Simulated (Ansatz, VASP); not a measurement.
**Two plane-wave programs on B**

The input INCAR:

```
PREC     = Accurate       # precision mode
ENCUT    = 600            # plane-wave cutoff, eV
EDIFF    = 1E-6           # SCF threshold, eV
ISMEAR   = 0              # smearing method
SIGMA    = 0.1            # smearing width, eV
LREAL    = F              # projectors in reciprocal space
LASPH    = T              # aspherical terms in the spheres
NELM     = 100            # most SCF steps
ALGO     = Normal         # electronic algorithm
ISIF     = 3              # what is computed and relaxed
LWAVE    = F              # write WAVECAR
LCHARG   = F              # write CHGCAR
GGA      = PE             # functional
IBRION   = 2              # ionic algorithm
NSW      = 100            # ionic steps
EDIFFG   = -0.01          # ionic threshold
```

File KPOINTS:

```
Automatic mesh
0
Gamma
  14 14 8
```

File POSCAR:

```
B
1.0
    2.4129201053     -1.6141602160      0.0000000000
    2.4129201053      1.6141602160      0.0000000000
   -2.3120792085      0.0000000000      5.3827695520
B
6
Direct
    0.7036614673      0.6800000986      0.0379361400
    0.2963385327      0.3199999014      0.9620638600
    0.2901968561      0.7098031439      0.7500000000
    0.6800000986      0.7036614673      0.5379361400
    0.3199999014      0.2963385327      0.4620638600
    0.7098031439      0.2901968561      0.2500000000
```

Input for Ansatz:

```yaml
crystal:
  lattice:
    - [2.4129201053, -1.614160216, 0.0]
    - [2.4129201053, 1.614160216, 0.0]
    - [-2.3120792085, 0.0, 5.382769552]
  atoms:
    - { symbol: B, position: [0.7036614673, 0.6800000986, 0.03793614] }
    - { symbol: B, position: [0.2963385327, 0.3199999014, 0.96206386] }
    - { symbol: B, position: [0.2901968561, 0.7098031439, 0.75] }
    - { symbol: B, position: [0.6800000986, 0.7036614673, 0.53793614] }
    - { symbol: B, position: [0.3199999014, 0.2963385327, 0.46206386] }
    - { symbol: B, position: [0.7098031439, 0.2901968561, 0.25] }
basis:
  ecutwfc: 420
kpoints:
  mp_grid: { grid: [14, 14, 8] }
hamiltonian:
  xc: pbe
scf:
  occupations: { method: gaussian, width: 0.1 }
output:
  forces: true
  stress: true
  eigenvalues: true
relax:
  adjacent_minimum: "off"
  f_tol: 0.01
  max_steps: 80
  cell: { stress_tol: 0.05 }
```

Change from the starting cell: the structure that the rattled cell fell into.

Alike in both runs: task relaxation of cell and atoms; functional PBE; k mesh 14 × 14 × 8; occupations gaussian, width 0.1 eV; no spin polarisation.

```csv
,VASP,Ansatz
version,VASP 6.6.1,Ansatz 0.2.0
potentials or method,"VASP PAW PBE potentials, release 64 (B), cutoff 600 eV","scalar-relativistic, plane waves, PAW"
valence electrons in the cell,18,18
```

Ansatz gave:

| Quantity | Value |
| --- | --- |
| gap on the k mesh at the Fermi level, each at its own relaxed structure (eV) | none |
| relaxed volume (Å³/atom) | 6.99 |
| relaxed length of the cell vector where the two differ most in proportion (Å) | 5.861 |

Problem. Which values does VASP return?

Solution. gap on the k mesh at the Fermi level, each at its own relaxed structure (eV): none; relaxed volume (Å³/atom): 6.99; relaxed length of the cell vector where the two differ most in proportion (Å): 5.860.

A gap of «none» marks a metal or a gap that the smearing closes.
